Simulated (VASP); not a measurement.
# RbBr (Fm-3m) in VASP: single point with PBE0

Aim: the single point of RbBr with PBE0.

Everything below comes from runs of VASP 6.6.1. Logs are shortened: lines on timing, memory, paths and dates and some standing lists are left out, and cuts for length are marked.

## (1) The cell of the first run

Symmetry: Fm-3m, No. 225, cubic system. The conventional cell has a = 6.922 Å, b = 6.922 Å, c = 6.922 Å, α = 90.00°, β = 90.00°, γ = 90.00°. Rb (site symmetry m-3m) has 6 Br at 3.46 Å within 4.5 Å. Br (site symmetry m-3m) has 6 Rb at 3.46 Å within 4.5 Å.

## (2) Single point, PBE0

POSCAR

```
RbBr
1.0
    0.0000000000      3.4608258933      3.4608258933
    3.4608258933      0.0000000000      3.4608258933
    3.4608258933      3.4608258933      0.0000000000
Rb Br
1 1
Direct
    0.0000000000      0.0000000000      0.0000000000
    0.5000000000      0.5000000000      0.5000000000
```

INCAR.step1

```
ALGO = Normal ; EDIFF = 1E-5
ENCUT = 520 ; GGA = PE
ISIF = 2 ; ISMEAR = 0
LASPH = True ; LCHARG = False
LREAL = False ; LWAVE = True
NBANDS = 15 ; NELM = 100
PREC = Accurate ; SIGMA = 0.01
```

INCAR.step2

```
AEXX = 0.25 ; ALGO = Normal
EDIFF = 1E-6 ; ENCUT = 520
GGA = PE ; ISIF = 2
ISMEAR = 0 ; ISTART = 1
LASPH = True ; LCHARG = False
LHFCALC = True ; LREAL = False
LWAVE = False ; NBANDS = 15
NELM = 100 ; PREC = Accurate
PRECFOCK = Normal ; SIGMA = 0.01
```

KPOINTS

```
k-points
0
Gamma
  4 4 4
```

Potentials or basis: VASP PAW PBE potentials, release 64 (Rb_sv, Br).

On the command line:

```console
$ cat potpaw_PBE.64/Rb_sv/POTCAR potpaw_PBE.64/Br/POTCAR > POTCAR
$ cp INCAR.step1 INCAR
$ mpirun -np 1 vasp_std > vasp.out
$ cp INCAR.step2 INCAR
$ mpirun -np 1 vasp_std > vasp.out
```

OUTCAR:

```text
AEXX = 0.25
   EDIFF = 1E-6
   ENCUT = 520
   GGA = PE
   ISIF = 2
   ISMEAR = 0
   ISTART = 1
   LASPH = True
   LHFCALC = True
   LREAL = False
   NELM = 100
   PREC = Accurate
   PRECFOCK = Normal

 ion  position               nearest neighbor table
   1  0.000  0.000  0.000-   2 3.46   2 3.46   2 3.46   2 3.46   2 3.46   2 3.46
   2  0.500  0.500  0.500-   1 3.46   1 3.46   1 3.46   1 3.46   1 3.46   1 3.46

  LATTYP: Found a face centered cubic cell.
 ALAT       =     6.9216517866

  Lattice vectors:

 A1 = (   0.0000000000,   3.4608258933,   3.4608258933)
 A2 = (   3.4608258933,   0.0000000000,   3.4608258933)
 A3 = (   3.4608258933,   3.4608258933,   0.0000000000)

Analysis of symmetry for initial positions (statically):
=====================================================================
 Subroutine PRICEL returns:
 Original cell was already a primitive cell.

 Routine SETGRP: Setting up the symmetry group for a
 face centered cubic supercell.

 Subroutine GETGRP returns: Found 48 space group operations
 (whereof 48 operations were pure point group operations)
 out of a pool of 48 trial point group operations.

The static configuration has the point symmetry O_h .

Analysis of symmetry for dynamics (positions and initial velocities):
=====================================================================
 Subroutine PRICEL returns:
 Original cell was already a primitive cell.

 Routine SETGRP: Setting up the symmetry group for a
 face centered cubic supercell.

 Subroutine GETGRP returns: Found 48 space group operations
 (whereof 48 operations were pure point group operations)
 out of a pool of 48 trial point group operations.

The dynamic configuration has the point symmetry O_h .

 Subroutine INISYM returns: Found 48 space group operations
 (whereof 48 operations are pure point group operations),
 and found     1 'primitive' translations

----------------------------------------------------------------------------------------

                                     Primitive cell

  volume of cell :      82.9028

  direct lattice vectors                    reciprocal lattice vectors
     0.000000000  3.460825893  3.460825893    -0.144474185  0.144474185  0.144474185
     3.460825893  0.000000000  3.460825893     0.144474185 -0.144474185  0.144474185
[... 84 lines left out ...]
   EFERMI_NEDOS =   21; number of points for ismear=-14 and -15
   IALGO  =     38    algorithm
   IMIX   =      1    mixing-type and parameters
     AMIX     =   0.40;   BMIX     =  1.00
     AMIX_MAG =   1.60;   BMIX_MAG =  1.00
  volume/ion in A,a.u.               =      41.45       279.73
  Fermi-wavevector in a.u.,A,eV,Ry     =   0.946074  1.787820 12.177975  0.895056
  Thomas-Fermi vector in A             =   2.074037
   LORBIT       =      0    0 simple, 1 ext, 2 COOP (PROOUT), +10 PAW based schemes
   GGA     = PE    functional components
   LHFCALC =     T    Hartree Fock is set to
   PRECFOCK=normal    Normal, Fast or Accurate (Low or Medium for compatibility)
   ENCUT4O =  -1.0   cutoff for four orbital integrals eV
   NKREDX  =     1    reduce k-point grid by
   NKREDY  =     1    reduce k-point grid by
   NKREDZ  =     1    reduce k-point grid by
   AEXX    =    0.2500 exact exchange contribution
   HFSCREEN=    0.0000 screening length (either q_TF or 0.3 A-1)
   HFSCREENC=   0.0000 screening length for correlation (either q_TF or 0.3 A-1)
   ENCUTFOCK=  -1.0 apply spherical cutoff to Coloumb kernel
   IVDW    =     0    specifies the selected vdW correction
   LEPSILON=     F    determine dielectric tensor
   LRPA    =     F    only Hartree local field effects (RPA)
 non-spin polarized calculation
 Gauss-broadening in eV      SIGMA  =   0.01
  energy-cutoff  :      520.00
  volume of cell :       82.90
 maximum number of plane-waves:      2252
  NGX = 28; NGY = 28; NGZ = 28

 number of electron      15.9999997 magnetization

 Free energy of the ion-electron system (eV)
  ---------------------------------------------------
  ext. energy  EPLUGINS =         0.00000000
  ---------------------------------------------------
  free energy    TOTEN  =        -7.59102785 eV

  energy without entropy =       -7.59102785  energy(sigma->0) =       -7.59102785

 E-fermi :  -2.9998     XC(G=0):  -5.6075

 val. band max:       -3.1297327672   @ k =   0.0000   0.0000   0.0000
 cond. band min:       3.0447631271   @ k =   0.0000   0.0000   0.0000
 fundamental gap:      6.1744958943
 Fermi energy:        -2.9997734206

 k-point     1 :       0.0000    0.0000    0.0000
  band No.  band energies     occupation
      1     -29.3095      2.00000
      2     -16.3334      2.00000
      3     -12.2088      2.00000
      4     -12.2088      2.00000
      5     -12.2088      2.00000
      6      -3.1297      2.00000
      7      -3.1297      2.00000
      8      -3.1297      2.00000
      9       3.0448      0.00000
     10       6.1655      0.00000
     11       6.1655      0.00000
     12       6.1655      0.00000
     13       7.1221      0.00000
     14       7.1221      0.00000
[... 113 lines left out ...]
      2     -16.3011      2.00000
      3     -12.3301      2.00000
      4     -12.3301      2.00000
      5     -12.1878      2.00000
      6      -3.6216      2.00000
      7      -3.4972      2.00000
      8      -3.4972      2.00000
      9       5.8698      0.00000
     10       5.8698      0.00000
     11       7.1001      0.00000
     12       7.5178      0.00000
     13       9.8931      0.00000
     14       9.9480      0.00000
     15       9.9801      0.00000

------------------------ aborting loop because EDIFF is reached ----------------------------------------

  FORCE on cell =-STRESS in cart. coord.  units (eV):
  Direction    XX          YY          ZZ          XY          YZ          ZX
  --------------------------------------------------------------------------------------
  -------------------------------------------------------------------------------------
  Total        0.1345226      0.1345226      0.1345226     -0.0000000     -0.0000000      0.0000000
  in kB        2.5997794      2.5997794      2.5997794     -0.0000000     -0.0000000      0.0000000
  external PRESSURE =       2.5997794 kB  Pullay stress =       0.0000000 kB

 VOLUME and BASIS-vectors are now :
 -----------------------------------------------------------------------------
  energy-cutoff  :      520.00
  volume of cell :       82.90
      direct lattice vectors                 reciprocal lattice vectors
     0.000000000  3.460825893  3.460825893    -0.144474185  0.144474185  0.144474185
     3.460825893  0.000000000  3.460825893     0.144474185 -0.144474185  0.144474185
     3.460825893  3.460825893  0.000000000     0.144474185  0.144474185 -0.144474185

 POSITION                                       TOTAL-FORCE (eV/Angst)
 -----------------------------------------------------------------------------------
      0.00000      0.00000      0.00000         0.000000     -0.000000     -0.000000
      3.46083      3.46083      3.46083        -0.000000      0.000000      0.000000
 -----------------------------------------------------------------------------------
    total drift:                               -0.000000     -0.000000      0.000000

  FREE ENERGIE OF THE ION-ELECTRON SYSTEM (eV)
  ---------------------------------------------------
  free  energy   TOTEN  =        -7.5910278482 eV

  energy  without entropy=       -7.5910278482  energy(sigma->0) =       -7.59102785
```

Wall time 4.8 min (1 thread of AMD EPYC 9R45 (Zen 5), shared host); peak memory 0.19 GiB.

What came out:

| Item | Value |
| --- | --- |
| Free energy | -7.5910 eV |
| Pressure | 0.3 GPa |
| Band gap on the k mesh | 6.17 eV |

Caveat: the PAW data sets were made with another functional, which shifts forces and pressure a little.
